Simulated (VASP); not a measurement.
# LaTl2Ge2 (I4/mmm) in VASP: single point with PBE

Aim: the single point of LaTl2Ge2 with PBE.

Program: VASP 6.6.1. These are calculated values, not measurements. Logs are shortened: lines on timing, memory, paths and dates and some standing lists are left out, and cuts for length are marked.

### 1 The cell of the first run

Symmetry: I4/mmm, No. 139, tetragonal system. Conventional cell: a = 4.571 Å, b = 4.571 Å, c = 11.489 Å, α = 90.00°, β = 90.00°, γ = 90.00°. Within 3.7 Å of Tl (site symmetry -4m2) lie 4 Ge at 2.70 Å and 4 Tl at 3.23 Å and 4 La at 3.67 Å. Ge (site symmetry 4mm) has 4 Tl at 2.70 Å and 1 Ge at 2.87 Å and 4 La at 3.54 Å within 3.6 Å. Within 4.6 Å of La (site symmetry 4/mmm) lie 10 Ge at 3.54 to 4.31 Å and 8 Tl at 3.67 Å and 4 La at 4.57 Å.

### 2 Single point, PBE

Input file INCAR:

```
SYSTEM = LaTl2Ge2
  ALGO = Normal
  EDIFF = 1E-6
  ENCUT = 520
  GGA = PE
  ISIF = 2
  ISMEAR = -1
  LASPH = .TRUE.
  LCHARG = .FALSE.
  LREAL = .FALSE.
  LWAVE = .FALSE.
  NBANDS = 40
  NELM = 80
  PREC = Accurate
  SIGMA = 0.1
```

Input file KPOINTS:

```
k-points
0
G
  8 8 8
  0 0 0
```

Input file POSCAR:

```
LaTl2Ge2
1.0
    0.0000000000      4.5713350000      0.0000000000
    4.5713350000      0.0000000000      0.0000000000
    2.2856670000      2.2856670000     -5.7446370000
Tl Ge La
2 2 1
Direct
    0.7500000000      0.2500000000      0.5000000000
    0.2500000000      0.7500000000      0.5000000000
    0.3750000000      0.3750000000      0.2500000000
    0.6250000000      0.6250000000      0.7500000000
    0.0000000000      0.0000000000      0.0000000000
```

Potentials or basis: VASP PAW PBE potentials, release 64 (Tl_d, Ge_d, La).

Launch:

```sh
$ cat potpaw_PBE.64/Tl_d/POTCAR potpaw_PBE.64/Ge_d/POTCAR potpaw_PBE.64/La/POTCAR > POTCAR
$ mpirun -np 1 vasp_std > vasp.out
```

OUTCAR:

```text
SYSTEM = LaTl2Ge2
   EDIFF = 1E-6
   ENCUT = 520
   GGA = PE
   ISIF = 2
   ISMEAR = -1
   LASPH = .TRUE.
   LREAL = .FALSE.
   NELM = 80
   PREC = Accurate

 ion  position               nearest neighbor table
   1  0.750  0.250  0.500-   3 2.70   4 2.70   3 2.70   4 2.70   2 3.23   2 3.23   2 3.23   2 3.23
                             5 3.67   5 3.67   5 3.67   5 3.67
   2  0.250  0.750  0.500-   3 2.70   4 2.70   3 2.70   4 2.70   1 3.23   1 3.23   1 3.23   1 3.23
                             5 3.67   5 3.67   5 3.67   5 3.67
   3  0.375  0.375  0.250-   1 2.70   2 2.70   2 2.70   1 2.70   4 2.87
   4  0.625  0.625  0.750-   1 2.70   2 2.70   2 2.70   1 2.70   3 2.87
   5  0.000  0.000  0.000-   1 3.67   2 3.67   1 3.67   2 3.67   1 3.67   2 3.67   1 3.67   2 3.67

  LATTYP: Found a body centered tetragonal cell.
 ALAT       =     4.5713350000
 C/A-ratio  =     2.5133301322

  Lattice vectors:

 A1 = (  -2.2856670000,   2.2856680000,   5.7446370000)
 A2 = (   2.2856680000,  -2.2856670000,   5.7446370000)
 A3 = (   2.2856670000,   2.2856670000,  -5.7446370000)

Analysis of symmetry for initial positions (statically):
=====================================================================
 Subroutine PRICEL returns:
 Original cell was already a primitive cell.

 Routine SETGRP: Setting up the symmetry group for a
 body centered tetragonal supercell.

 Subroutine GETGRP returns: Found 16 space group operations
 (whereof 16 operations were pure point group operations)
 out of a pool of 16 trial point group operations.

The static configuration has the point symmetry D_4h.

Analysis of symmetry for dynamics (positions and initial velocities):
=====================================================================
 Subroutine PRICEL returns:
 Original cell was already a primitive cell.

 Routine SETGRP: Setting up the symmetry group for a
 body centered tetragonal supercell.

 Subroutine GETGRP returns: Found 16 space group operations
 (whereof 16 operations were pure point group operations)
 out of a pool of 16 trial point group operations.

The dynamic configuration has the point symmetry D_4h.

 Subroutine INISYM returns: Found 16 space group operations
 (whereof 16 operations are pure point group operations),
 and found     1 'primitive' translations

----------------------------------------------------------------------------------------

                                     Primitive cell

  volume of cell :     120.0463

  direct lattice vectors                    reciprocal lattice vectors
     0.000000000  4.571335000  0.000000000     0.000000000  0.218754478  0.087037682
     4.571335000  0.000000000  0.000000000     0.218754478  0.000000000  0.087037682
     2.285667000  2.285667000 -5.744637000     0.000000000  0.000000000 -0.174075403

  length of vectors
     4.571335000  4.571335000  6.591616003     0.235433812  0.235433812  0.174075403

  position of ions in fractional coordinates (direct lattice)
     0.750000000  0.250000000  0.500000000
     0.250000000  0.750000000  0.500000000
     0.375000000  0.375000000  0.250000000
     0.625000000  0.625000000  0.750000000
     0.000000000  0.000000000  0.000000000

  ion indices of the primitive-cell ions
   primitive index   ion index
                 1           1
                 2           2
                 3           3
                 4           4
                 5           5

----------------------------------------------------------------------------------------

 KPOINTS: k-points

Automatic generation of k-mesh.
 Grid dimensions read from file:
 generate k-points for:    8    8    8

 Generating k-lattice:

  Cartesian coordinates                     Fractional coordinates (reciprocal lattice)
     0.000000000  0.027344310  0.010879710     0.125000000  0.000000000  0.000000000
     0.027344310  0.000000000  0.010879710     0.000000000  0.125000000  0.000000000
     0.000000000  0.000000000 -0.021759425     0.000000000  0.000000000  0.125000000

  Length of vectors
     0.029429226  0.029429226  0.021759425

  Shift w.r.t. Gamma in fractional coordinates (k-lattice)
     0.000000000  0.000000000  0.000000000

 Subroutine IBZKPT returns following result:
 ===========================================

 Found     59 irreducible k-points:

 Following reciprocal coordinates:
            Coordinates               Weight
  0.000000  0.000000  0.000000      1.000000
  0.125000  0.000000 -0.000000      8.000000
  0.250000  0.000000 -0.000000      8.000000
  0.375000  0.000000 -0.000000      8.000000
  0.500000  0.000000 -0.000000      4.000000
  0.125000  0.125000 -0.000000      8.000000
[... 16 lines left out ...]
  0.250000  0.000000  0.125000      4.000000
  0.375000  0.000000  0.125000      8.000000
 [... further k-points ...]
   k-points           NKPTS =     59   k-points in BZ     NKDIM =     59   number of bands    NBANDS=     40
   number of dos      NEDOS =    301   number of ions     NIONS =      5
   total plane-waves  NPLWV =  64800
   dimension x,y,z NGX =    36 NGY =   36 NGZ =   50
   dimension x,y,z NGXF=    72 NGYF=   72 NGZF=  100
   ions per type =               2   2   1
   NGX,Y,Z   is equivalent  to a cutoff of  13.09, 13.09, 12.61 a.u.
   NGXF,Y,Z  is equivalent  to a cutoff of  26.18, 26.18, 25.22 a.u.
 SYSTEM =  LaTl2Ge2
   PREC   = accura    normal or accurate (medium, high low for compatibility)
   ISTART =      0    job   : 0-new  1-cont  2-samecut
   ICHARG =      2    charge: 1-file 2-atom 10-const
   ISPIN  =      1    spin polarized calculation?
   LNONCOLLINEAR =      F non collinear calculations
   LSORBIT =      F    spin-orbit coupling
   LASPH  =      T    aspherical Exc in radial PAW
   ENCUT  =  520.0 eV  38.22 Ry    6.18 a.u.   8.50  8.50 12.26*2*pi/ulx,y,z
   NELM   =     80;   NELMIN=  2; NELMDL= -5     # of ELM steps
   EDIFF  = 0.1E-05   stopping-criterion for ELM
   LREAL  =      F    real-space projection
   EDIFFG = 0.1E-04   stopping-criterion for IOM
   NSW    =      0    number of steps for IOM
   IBRION =     -1    ionic relax: 0-MD 1-quasi-New 2-CG
   NFREE  =      0    steps in history (QN), initial steepest desc. (CG)
   ISIF   =      2    stress and relaxation
   ISYM   =      2    0-nonsym 1-usesym 2-fastsym
   POTIM  = 0.5000    time-step for ionic-motion
   TEBEG  =    0.0;   TEEND  =   0.0 temperature during run
   PSTRESS=    0.0 pullay stress
   NELECT =      65.0000    total number of electrons
   NUPDOWN=      -1.0000    fix difference up-down
   EMIN   =  10.00;   EMAX   =-10.00  energy-range for DOS
   EFERMI =   0.00;   METHOD = LEGACY
   ISMEAR =    -1;   SIGMA  =   0.10  broadening in eV -4-tet -1-fermi 0-gaus
   EFERMI_NEDOS =   21; number of points for ismear=-14 and -15
   IALGO  =     38    algorithm
   IMIX   =      4    mixing-type and parameters
     AMIX     =   0.40;   BMIX     =  1.00
     AMIX_MAG =   1.60;   BMIX_MAG =  1.00
  volume/ion in A,a.u.               =      24.01       162.02
  Fermi-wavevector in a.u.,A,eV,Ry     =   1.334329  2.521517 24.224288  1.780435
  Thomas-Fermi vector in A             =   2.463119
   LORBIT       =      0    0 simple, 1 ext, 2 COOP (PROOUT), +10 PAW based schemes
   GGA     = PE    functional components
   LHFCALC =     F    Hartree Fock is set to
   AEXX    =    0.0000 exact exchange contribution
   IVDW    =     0    specifies the selected vdW correction
   LEPSILON=     F    determine dielectric tensor
   LRPA    =     F    only Hartree local field effects (RPA)
 non-spin polarized calculation
  energy-cutoff  :      520.00
  volume of cell :      120.05
 maximum number of plane-waves:      3278
 NGX is ok and might be reduce to    36
   NGX = 17   NGY = 17   NGZ = 25

 number of electron      65.0000005 magnetization

 Free energy of the ion-electron system (eV)
  ---------------------------------------------------
  ext. energy  EPLUGINS =         0.00000000
  ---------------------------------------------------
  free energy    TOTEN  =       -17.81367100 eV

  energy without entropy =      -17.72949105  energy(sigma->0) =      -17.77158103

 E-fermi :   8.4464     XC(G=0): -10.7248

 val. band max:        8.4223185393   @ k =  -0.2500   0.0000   0.3750
 cond. band min:       8.4516590875   @ k =   0.0000   0.0000   0.5000
 fundamental gap:      0.0293405482
 Fermi energy:         8.4463769796

 k-point     1 :       0.0000    0.0000    0.0000
  band No.  band energies     occupation
      1     -25.1751      2.00000
      2     -16.3347      2.00000
      3     -16.3187      2.00000
      4     -16.3187      2.00000
      5     -16.2978      2.00000
      6     -16.2978      2.00000
[... 32 lines left out ...]
     39       9.6257      0.00002
     40       9.7148      0.00001

 k-point     2 :       0.1250    0.0000   -0.0000
  band No.  band energies     occupation
      1     -25.1742      2.00000
      2     -16.3347      2.00000
      3     -16.3190      2.00000
      4     -16.3188      2.00000
      5     -16.2980      2.00000
      6     -16.2978      2.00000
[... 32 lines left out ...]
     39       9.6232      0.00002
     40       9.7159      0.00001

 k-point     3 :       0.2500    0.0000   -0.0000
  band No.  band energies     occupation
      1     -25.1722      2.00000
      2     -16.3346      2.00000
      3     -16.3198      2.00000
      4     -16.3190      2.00000
      5     -16.2984      2.00000
      6     -16.2976      2.00000
[... 32 lines left out ...]
     39       9.6112      0.00002
     40       9.7586      0.00000

 k-point     4 :       0.3750    0.0000   -0.0000
  band No.  band energies     occupation
      1     -25.1702      2.00000
      2     -16.3345      2.00000
      3     -16.3206      2.00000
      4     -16.3193      2.00000
      5     -16.2988      2.00000
      6     -16.2974      2.00000
[... 32 lines left out ...]
     39       9.6530      0.00001
     40       9.7467      0.00000
[... 772 lines left out ...]
     39       9.6568      0.00001
     40       9.7037      0.00001

 k-point    23 :       0.2500    0.0000    0.1250
  band No.  band energies     occupation
      1     -25.1722      2.00000
      2     -16.3346      2.00000
      3     -16.3197      2.00000
      4     -16.3189      2.00000
      5     -16.2986      2.00000
      6     -16.2977      2.00000
[... 32 lines left out ...]
     39       9.6141      0.00002
     40       9.7598      0.00000

 k-point    24 :       0.3750    0.0000    0.1250
  band No.  band energies     occupation
      1     -25.1702      2.00000
      2     -16.3345      2.00000
      3     -16.3205      2.00000
      4     -16.3191      2.00000
      5     -16.2990      2.00000
      6     -16.2976      2.00000
[... 32 lines left out ...]
     39       9.6366      0.00001
     40       9.7454      0.00000

 [... further k-points ...]

------------------------ aborting loop because EDIFF is reached ----------------------------------------

  FORCE on cell =-STRESS in cart. coord.  units (eV):
  Direction    XX          YY          ZZ          XY          YZ          ZX
  --------------------------------------------------------------------------------------
  -------------------------------------------------------------------------------------
  Total        9.3552828      9.3552828      5.1441077      0.0000000      0.0000004      0.0000004
  in kB      124.8587019    124.8587019     68.6549646      0.0000000      0.0000060      0.0000060
  external PRESSURE =     106.1241228 kB  Pullay stress =       0.0000000 kB

 VOLUME and BASIS-vectors are now :
 -----------------------------------------------------------------------------
  energy-cutoff  :      520.00
  volume of cell :      120.05
      direct lattice vectors                 reciprocal lattice vectors
     0.000000000  4.571335000  0.000000000     0.000000000  0.218754478  0.087037682
     4.571335000  0.000000000  0.000000000     0.218754478  0.000000000  0.087037682
     2.285667000  2.285667000 -5.744637000     0.000000000  0.000000000 -0.174075403

 POSITION                                       TOTAL-FORCE (eV/Angst)
 -----------------------------------------------------------------------------------
      2.28567      4.57133     -2.87232         0.000000      0.000000      0.000000
      4.57133      2.28567     -2.87232        -0.000000     -0.000000      0.000000
      2.28567      2.28567     -1.43616         0.000000      0.000000      2.532133
      4.57133      4.57133     -4.30848        -0.000000     -0.000000     -2.532133
      0.00000      0.00000      0.00000         0.000000     -0.000000      0.000000
 -----------------------------------------------------------------------------------
    total drift:                               -0.000000      0.000000      0.000000

  FREE ENERGIE OF THE ION-ELECTRON SYSTEM (eV)
  ---------------------------------------------------
  free  energy   TOTEN  =       -17.8136709992 eV

  energy  without entropy=      -17.7294910515  energy(sigma->0) =      -17.77158103
```

Run time: 5.5 min. Hardware: 1 thread of Intel Xeon Platinum 8259CL at 2.50GHz (Skylake/Cascade Lake), shared host; peak memory 0.45 GiB.

Results:

```
Free energy            : -17.8137 eV
Pressure               : 10.6 GPa
Largest force          : 2.532 eV/Å
Band gap on the k mesh : zero (an odd number of electrons rules out a gap without spin polarisation)
```

Forces in eV/Å, atoms in the order of the input:
```
Tl   0.000  0.000  0.000
Tl   0.000  0.000  0.000
Ge   0.000  0.000  2.532
Ge   0.000  0.000 -2.532
La   0.000  0.000  0.000
```

Stress tensor (GPa, compression positive):
```
12.49  0.00  0.00
 0.00 12.49  0.00
 0.00  0.00  6.87
```

Caveat: the cell stands under pressure; spin-orbit coupling is left out, which moves the levels of the heavy elements; forces of over 1 eV/Å act on the atoms, so gaps and moduli don't describe the material at rest.
